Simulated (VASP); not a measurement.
# Ge (Imma) in VASP: further runs

Runs on Ge. Level: PBEsol. Tasks: single point.

Program: VASP 6.6.1. These are calculated values, not measurements. Logs are shortened: lines on timing, memory, paths and dates and some standing lists are left out, and cuts for length are marked.

**1. The cell of the first run**

Symmetry: Imma, No. 74, orthorhombic system. The conventional cell has a = 4.907 Å, b = 5.212 Å, c = 2.825 Å, α = 90.00°, β = 90.00°, γ = 90.00°. Within 3.5 Å of Ge (site symmetry mm2) lie 8 Ge at 2.63 to 3.03 Å.

**2. Single point, PBEsol**

Input file INCAR:

```
  ALGO = Normal
  EDIFF = 1E-7
  ENCUT = 520
  GGA = PS
  ISIF = 2
  ISMEAR = -1
  LASPH = T
  LCHARG = F
  LREAL = F
  LWAVE = F
  NBANDS = 21
  NELM = 100
  PREC = Accurate
  SIGMA = 0.05
```

Input file KPOINTS:

```
k-points
0
Gamma
  11 11 11
```

Input file POSCAR:

```
Ge
1.0
   -2.4535864701      2.6059244372      1.4125872601
    2.4535864701     -2.6059244372      1.4125872601
    2.4535864701      2.6059244372     -1.4125872601
Ge
2
Direct
    0.1859430000      0.9359430000      0.2500000000
    0.8140570000      0.0640570000      0.7500000000
```

Potentials or basis: VASP PAW PBE potentials, release 64 (Ge_d).

On the command line:

```sh
cat potpaw_PBE.64/Ge_d/POTCAR > POTCAR
mpirun -np 1 vasp_std > vasp.out
```

OUTCAR:

```text
EDIFF = 1E-7
   ENCUT = 520
   GGA = PS
   ISIF = 2
   ISMEAR = -1
   LASPH = T
   LREAL = F
   NELM = 100
   PREC = Accurate

 ion  position               nearest neighbor table
   1  0.186  0.936  0.250-   2 2.63   2 2.63   2 2.67   2 2.67
   2  0.814  0.064  0.750-   1 2.63   1 2.63   1 2.67   1 2.67

  LATTYP: Found a body centered orthorhombic cell.
 ALAT       =     2.8251745202
 B/A-ratio  =     1.7369450648
 C/A-ratio  =     1.8447882908

  Lattice vectors:

 A1 = (   2.4535864701,  -2.6059244372,   1.4125872601)
 A2 = (  -2.4535864701,  -2.6059244372,  -1.4125872601)
 A3 = (   2.4535864701,   2.6059244372,  -1.4125872601)

Analysis of symmetry for initial positions (statically):
=====================================================================
 Subroutine PRICEL returns:
 Original cell was already a primitive cell.

 Routine SETGRP: Setting up the symmetry group for a
 body centered orthorhombic supercell.

 Subroutine GETGRP returns: Found  8 space group operations
 (whereof  4 operations were pure point group operations)
 out of a pool of  8 trial point group operations.

The static configuration has the point symmetry C_2h.
 The point group associated with its full space group is D_2h.

Analysis of symmetry for dynamics (positions and initial velocities):
=====================================================================
 Subroutine PRICEL returns:
 Original cell was already a primitive cell.

 Routine SETGRP: Setting up the symmetry group for a
 body centered orthorhombic supercell.

 Subroutine GETGRP returns: Found  8 space group operations
 (whereof  4 operations were pure point group operations)
 out of a pool of  8 trial point group operations.

The dynamic configuration has the point symmetry C_2h.
 The point group associated with its full space group is D_2h.

 Subroutine INISYM returns: Found  8 space group operations
 (whereof  4 operations are pure point group operations),
 and found     1 'primitive' translations

----------------------------------------------------------------------------------------

                                     Primitive cell

  volume of cell :      36.1275

  direct lattice vectors                    reciprocal lattice vectors
    -2.453586470  2.605924437  1.412587260     0.000000000  0.191870491  0.353960434
     2.453586470 -2.605924437  1.412587260     0.203783321  0.000000000  0.353960434
     2.453586470  2.605924437 -1.412587260     0.203783321  0.191870491  0.000000000

  length of vectors
     3.847899623  3.847899623  3.847899623     0.402619267  0.408430693  0.279896279

  position of ions in fractional coordinates (direct lattice)
     0.185943000  0.935943000  0.250000000
     0.814057000  0.064057000  0.750000000

  ion indices of the primitive-cell ions
   primitive index   ion index
                 1           1
                 2           2

----------------------------------------------------------------------------------------

 KPOINTS: k-points

Automatic generation of k-mesh.
 Grid dimensions read from file:
 generate k-points for:   11   11   11

 Generating k-lattice:

  Cartesian coordinates                     Fractional coordinates (reciprocal lattice)
     0.000000000  0.017442772  0.032178221     0.090909091 -0.000000000  0.000000000
     0.018525756  0.000000000  0.032178221     0.000000000  0.090909091  0.000000000
     0.018525756  0.017442772  0.000000000     0.000000000 -0.000000000  0.090909091

  Length of vectors
     0.036601752  0.037130063  0.025445116

  Shift w.r.t. Gamma in fractional coordinates (k-lattice)
     0.000000000  0.000000000  0.000000000

 Subroutine IBZKPT returns following result:
 ===========================================

 Found    216 irreducible k-points:

 Following reciprocal coordinates:
            Coordinates               Weight
  0.000000  0.000000  0.000000      1.000000
  0.090909  0.000000 -0.000000      4.000000
  0.181818  0.000000 -0.000000      4.000000
  0.272727  0.000000 -0.000000      4.000000
  0.363636  0.000000 -0.000000      4.000000
  0.454545  0.000000 -0.000000      4.000000
[... 16 lines left out ...]
  0.454545  0.181818 -0.000000      8.000000
 -0.454545  0.181818  0.000000      8.000000
 [... further k-points ...]
   k-points           NKPTS =    216   k-points in BZ     NKDIM =    216   number of bands    NBANDS=     21
   number of dos      NEDOS =    301   number of ions     NIONS =      2
   total plane-waves  NPLWV =  27000
   dimension x,y,z NGX =    30 NGY =   30 NGZ =   30
   dimension x,y,z NGXF=    60 NGYF=   60 NGZF=   60
   ions per type =               2
   NGX,Y,Z   is equivalent  to a cutoff of  12.96, 12.96, 12.96 a.u.
   NGXF,Y,Z  is equivalent  to a cutoff of  25.92, 25.92, 25.92 a.u.
 SYSTEM =  unknown system
   PREC   = accura    normal or accurate (medium, high low for compatibility)
   ISTART =      0    job   : 0-new  1-cont  2-samecut
   ICHARG =      2    charge: 1-file 2-atom 10-const
   ISPIN  =      1    spin polarized calculation?
   LNONCOLLINEAR =      F non collinear calculations
   LSORBIT =      F    spin-orbit coupling
   LASPH  =      T    aspherical Exc in radial PAW
   ENCUT  =  520.0 eV  38.22 Ry    6.18 a.u.   7.15  7.15  7.15*2*pi/ulx,y,z
   NELM   =    100;   NELMIN=  2; NELMDL= -5     # of ELM steps
   EDIFF  = 0.1E-06   stopping-criterion for ELM
   LREAL  =      F    real-space projection
   EDIFFG = 0.1E-05   stopping-criterion for IOM
   NSW    =      0    number of steps for IOM
   IBRION =     -1    ionic relax: 0-MD 1-quasi-New 2-CG
   NFREE  =      0    steps in history (QN), initial steepest desc. (CG)
   ISIF   =      2    stress and relaxation
   ISYM   =      2    0-nonsym 1-usesym 2-fastsym
   POTIM  = 0.5000    time-step for ionic-motion
   TEBEG  =    0.0;   TEEND  =   0.0 temperature during run
   PSTRESS=    0.0 pullay stress
   NELECT =      28.0000    total number of electrons
   NUPDOWN=      -1.0000    fix difference up-down
   EMIN   =  10.00;   EMAX   =-10.00  energy-range for DOS
   EFERMI =   0.00;   METHOD = LEGACY
   ISMEAR =    -1;   SIGMA  =   0.05  broadening in eV -4-tet -1-fermi 0-gaus
   EFERMI_NEDOS =   21; number of points for ismear=-14 and -15
   IALGO  =     38    algorithm
   IMIX   =      4    mixing-type and parameters
     AMIX     =   0.40;   BMIX     =  1.00
     AMIX_MAG =   1.60;   BMIX_MAG =  1.00
  volume/ion in A,a.u.               =      18.06       121.90
  Fermi-wavevector in a.u.,A,eV,Ry     =   1.503770  2.841713 30.767175  2.261324
  Thomas-Fermi vector in A             =   2.614837
   LORBIT       =      0    0 simple, 1 ext, 2 COOP (PROOUT), +10 PAW based schemes
   GGA     = PS    functional components
   LHFCALC =     F    Hartree Fock is set to
   AEXX    =    0.0000 exact exchange contribution
   IVDW    =     0    specifies the selected vdW correction
   LEPSILON=     F    determine dielectric tensor
   LRPA    =     F    only Hartree local field effects (RPA)
 non-spin polarized calculation
  energy-cutoff  :      520.00
  volume of cell :       36.13
 maximum number of plane-waves:       988
 NGX is ok and might be reduce to    30
   NGX = 15   NGY = 15   NGZ = 15

 number of electron      27.9999987 magnetization

 Free energy of the ion-electron system (eV)
  ---------------------------------------------------
  ext. energy  EPLUGINS =         0.00000000
  ---------------------------------------------------
  free energy    TOTEN  =        -9.52051959 eV

  energy without entropy =       -9.51455356  energy(sigma->0) =       -9.51753657

 E-fermi :   6.9777     XC(G=0): -11.5991

 val. band max:        6.9674447443   @ k =   0.4545   0.3636   0.0000
 cond. band min:       6.9820544646   @ k =  -0.2727   0.3636   0.1818
 fundamental gap:      0.0146097203
 Fermi energy:         6.9777110290

 k-point     1 :       0.0000    0.0000    0.0000
  band No.  band energies     occupation
      1     -17.7627      2.00000
      2     -17.6726      2.00000
      3     -17.6703      2.00000
      4     -17.6683      2.00000
      5     -17.6259      2.00000
      6     -17.5843      2.00000
[... 13 lines left out ...]
     20      17.9247      0.00000
     21      20.0586      0.00000

 k-point     2 :       0.0909    0.0000   -0.0000
  band No.  band energies     occupation
      1     -17.7555      2.00000
      2     -17.6655      2.00000
      3     -17.6643      2.00000
      4     -17.6553      2.00000
      5     -17.6281      2.00000
      6     -17.5874      2.00000
[... 13 lines left out ...]
     20      18.0998      0.00000
     21      19.2071      0.00000

 k-point     3 :       0.1818    0.0000   -0.0000
  band No.  band energies     occupation
      1     -17.7358      2.00000
      2     -17.6523      2.00000
      3     -17.6410      2.00000
      4     -17.6327      2.00000
      5     -17.6231      2.00000
      6     -17.5925      2.00000
[... 13 lines left out ...]
     20      16.2372      0.00000
     21      19.3624      0.00000

 k-point     4 :       0.2727    0.0000   -0.0000
  band No.  band energies     occupation
      1     -17.7084      2.00000
      2     -17.6421      2.00000
      3     -17.6282      2.00000
      4     -17.6207      2.00000
      5     -17.5856      2.00000
      6     -17.5829      2.00000
[... 13 lines left out ...]
     20      15.0216      0.00000
     21      20.0513      0.00000

 k-point     5 :       0.3636    0.0000   -0.0000
  band No.  band energies     occupation
      1     -17.6798      2.00000
      2     -17.6419      2.00000
      3     -17.6142      2.00000
      4     -17.6102      2.00000
      5     -17.5891      2.00000
      6     -17.5880      2.00000
[... 13 lines left out ...]
     20      15.5622      0.00000
     21      21.2763      0.00000

 k-point     6 :       0.4545    0.0000   -0.0000
  band No.  band energies     occupation
      1     -17.6563      2.00000
      2     -17.6359      2.00000
      3     -17.6196      2.00000
      4     -17.6164      2.00000
      5     -17.6021      2.00000
      6     -17.5843      2.00000
[... 13 lines left out ...]
     20      18.1450      0.00000
     21      18.9551      0.00000

 k-point     7 :       0.0000    0.0909   -0.0000
  band No.  band energies     occupation
      1     -17.7577      2.00000
      2     -17.6658      2.00000
      3     -17.6653      2.00000
      4     -17.6597      2.00000
      5     -17.6214      2.00000
      6     -17.5893      2.00000
[... 13 lines left out ...]
     20      18.2088      0.00000
     21      18.2276      0.00000
[... 291 lines left out ...]
      1     -17.7194      2.00000
      2     -17.6479      2.00000
      3     -17.6382      2.00000
      4     -17.6262      2.00000
      5     -17.6030      2.00000
      6     -17.5588      2.00000
[... 13 lines left out ...]
     20      15.3135      0.00000
     21      17.9796      0.00000

 k-point    21 :       0.2727    0.1818   -0.0000
  band No.  band energies     occupation
      1     -17.7031      2.00000
      2     -17.6464      2.00000
      3     -17.6426      2.00000
      4     -17.6149      2.00000
      5     -17.5866      2.00000
      6     -17.5779      2.00000
[... 13 lines left out ...]
     20      17.1575      0.00000
     21      19.3557      0.00000

 k-point    22 :       0.3636    0.1818    0.0000
  band No.  band energies     occupation
      1     -17.6857      2.00000
      2     -17.6525      2.00000
      3     -17.6349      2.00000
      4     -17.5974      2.00000
      5     -17.5940      2.00000
      6     -17.5636      2.00000
[... 13 lines left out ...]
     20      18.1889      0.00000
     21      19.5268      0.00000

 k-point    23 :       0.4545    0.1818   -0.0000
  band No.  band energies     occupation
      1     -17.6767      2.00000
      2     -17.6437      2.00000
      3     -17.6210      2.00000
      4     -17.6125      2.00000
      5     -17.5880      2.00000
      6     -17.5570      2.00000
[... 13 lines left out ...]
     20      18.0429      0.00000
     21      19.2941      0.00000

 k-point    24 :      -0.4545    0.1818    0.0000
  band No.  band energies     occupation
      1     -17.6798      2.00000
      2     -17.6376      2.00000
      3     -17.6267      2.00000
      4     -17.6075      2.00000
      5     -17.6014      2.00000
      6     -17.5582      2.00000
[... 13 lines left out ...]
     20      17.9822      0.00000
     21      18.2198      0.00000

 [... further k-points ...]
[... 5 lines left out ...]
  --------------------------------------------------------------------------------------
  -------------------------------------------------------------------------------------
  Total        0.6119398      0.1148205      0.2579520      0.0000000      0.0000000      0.0000000
  in kB       27.1381880      5.0920356     11.4396042      0.0000000      0.0000000      0.0000000
  external PRESSURE =      14.5566093 kB  Pullay stress =       0.0000000 kB

 VOLUME and BASIS-vectors are now :
 -----------------------------------------------------------------------------
  energy-cutoff  :      520.00
  volume of cell :       36.13
      direct lattice vectors                 reciprocal lattice vectors
    -2.453586470  2.605924437  1.412587260     0.000000000  0.191870491  0.353960434
     2.453586470 -2.605924437  1.412587260     0.203783321  0.000000000  0.353960434
     2.453586470  2.605924437 -1.412587260     0.203783321  0.191870491  0.000000000

 POSITION                                       TOTAL-FORCE (eV/Angst)
 -----------------------------------------------------------------------------------
      2.45359     -1.30296      1.23162         0.000000     -0.000000     -0.053022
      0.00000      3.90889      0.18097        -0.000000      0.000000      0.053022
 -----------------------------------------------------------------------------------
    total drift:                                0.000000      0.000000     -0.000000

  FREE ENERGIE OF THE ION-ELECTRON SYSTEM (eV)
  ---------------------------------------------------
  free  energy   TOTEN  =        -9.5205195865 eV

  energy  without entropy=       -9.5145535564  energy(sigma->0) =       -9.51753657
```

Wall time 70 s (1 thread of Intel Xeon 6975P-C (Granite Rapids), shared host); peak memory 0.26 GiB.

What came out:

| Quantity | Value |
| --- | --- |
| Free energy | -9.5205 eV |
| Pressure | 1.5 GPa |
| Largest force | 0.053 eV/Å |
| Band gap on the k mesh | zero (band 14 reaches 9.24 eV, above the bottom of band 15 at 3.61 eV) |

Forces on the atoms (eV/Å):
```
Ge   0.000  0.000 -0.053
Ge   0.000  0.000  0.053
```

Caveat: the PAW data sets were made with another functional, which shifts forces and pressure a little.

**3. Single point, PBEsol**

This run uses another cell than the first one, of 18.63 Å³/atom, 1.032 times its volume.

Input file INCAR:

```
SYSTEM = Ge
PREC = Accurate ; ENCUT = 520
EDIFF = 1E-7 ; ISMEAR = -1
SIGMA = 0.05 ; LREAL = .FALSE.
LASPH = .TRUE. ; NELM = 80
ALGO = Normal ; ISIF = 2
LWAVE = .FALSE. ; LCHARG = .FALSE.
GGA = PS ; NBANDS = 21
```

Input file KPOINTS:

```
regular mesh
0
G
  11 11 11
  0 0 0
```

Input file POSCAR:

```
Ge
1.0
   -2.4791465020      2.6330714371      1.4273027698
    2.4791465020     -2.6330714371      1.4273027698
    2.4791465020      2.6330714371     -1.4273027698
Ge
2
Direct
    0.1859430000      0.9359430000      0.2500000000
    0.8140570000      0.0640570000      0.7500000000
```

Potentials or basis: VASP PAW PBE potentials, release 64 (Ge_d).

On the command line:

```sh
cat potpaw_PBE.64/Ge_d/POTCAR > POTCAR
mpirun -np 1 vasp_std > vasp.out
```

Wall time 62 s (1 thread of Intel Xeon 6975P-C (Granite Rapids), shared host); peak memory 0.26 GiB.

It converged, with:

* Free energy: -9.5222 eV
* Pressure: -1.1 GPa
* Largest force: 0.057 eV/Å
* Band gap on the k mesh: zero (band 14 reaches 8.77 eV, above the bottom of band 15 at 3.39 eV)

Forces in eV/Å, atoms in the order of the input:
```
Ge   0.000  0.000 -0.057
Ge   0.000  0.000  0.057
```

Stress tensor (GPa, compression positive):
```
 0.11  0.00  0.00
 0.00 -2.04  0.00
 0.00  0.00 -1.42
```

Levels at points of the mesh, in eV from the Fermi level:
```tsv
k point	band 12	band 13	band 14	band 15	band 16	band 17
(0.00, 0.00, 0.00)	-3.76	-2.42	-1.97	3.37	7.04	7.30
```

Caveat: the PAW data sets were made with another functional, which shifts forces and pressure a little.

**4. Single point, PBEsol**

This run uses another cell than the first one, of 19.20 Å³/atom, 1.063 times its volume.

Input file INCAR:

```
PREC     = Accurate       # precision mode
ENCUT    = 520            # plane-wave cutoff, eV
EDIFF    = 1E-6           # SCF threshold, eV
ISMEAR   = -1             # smearing method
SIGMA    = 0.05           # smearing width, eV
LREAL    = False          # projectors in reciprocal space
LASPH    = True           # aspherical terms in the spheres
NELM     = 100            # most SCF steps
ALGO     = Normal         # electronic algorithm
ISIF     = 2              # what is computed and relaxed
LWAVE    = False          # write WAVECAR
LCHARG   = False          # write CHGCAR
GGA      = PS             # functional
NBANDS   = 21             # bands
```

Input file KPOINTS:

```
Automatic mesh
0
Gamma
  11 11 11
```

Input file POSCAR:

```
Ge
1.0
   -2.5041900808      2.6596699185      1.4417209454
    2.5041900808     -2.6596699185      1.4417209454
    2.5041900808      2.6596699185     -1.4417209454
Ge
2
Direct
    0.1859430000      0.9359430000      0.2500000000
    0.8140570000      0.0640570000      0.7500000000
```

On the command line:

```sh
cat potpaw_PBE.64/Ge_d/POTCAR > POTCAR
mpirun -np 1 vasp_std > vasp.out
```

Wall time 63 s (1 thread of Intel Xeon 6975P-C (Granite Rapids), shared host); peak memory 0.26 GiB.

Results (log left out):

| Property | Result |
| --- | --- |
| Free energy | -9.5076 eV |
| Pressure | -3.2 GPa |
| Largest force | 0.060 eV/Å |
| Band gap on the k mesh | zero (band 14 reaches 8.33 eV, above the bottom of band 15 at 3.19 eV) |

Forces in eV/Å, atoms in the order of the input:
```
Ge   0.000  0.000 -0.060
Ge   0.000  0.000  0.060
```

Stress tensor (GPa, compression positive):
```
-2.08  0.00  0.00
 0.00 -4.08  0.00
 0.00  0.00 -3.50
```

Levels at points of the mesh, in eV from the Fermi level:
| k point | band 11 | band 12 | band 13 | band 14 | band 15 | band 16 | band 17 | band 18 |
| --- | --- | --- | --- | --- | --- | --- | --- | --- |
| (0.00, 0.00, 0.00) | -13.04 | -3.87 | -2.33 | -1.89 | 3.44 | 6.87 | 7.09 | 7.80 |

Caveat: the PAW data sets were made with another functional, which shifts forces and pressure a little.

**5. The runs side by side**

| cell | gap on the mesh (eV) | pressure (GPa) | largest force (eV/Å) |
| --- | --- | --- | --- |
| a = 3.848 Å, angles 100.8, 94.7, 136.9°, 2 atoms | none | 1.5 | 0.05 |
| a = 3.888 Å, angles 100.8, 94.7, 136.9°, 2 atoms | none | -1.1 | 0.06 |
| a = 3.927 Å, angles 100.8, 94.7, 136.9°, 2 atoms | none | -3.2 | 0.06 |

Alike in all rows: task single point; level PBEsol; potentials or basis VASP PAW PBE potentials, release 64 (Ge_d); no spin polarisation; k mesh 11 × 11 × 11; cutoff (eV) 520; smearing fermi-dirac 0.05 eV.

Caveats: the PAW data sets were made with another functional, which shifts forces and pressure a little.

Total energies depend on the potentials used, so only differences within one code and one set of settings carry meaning.
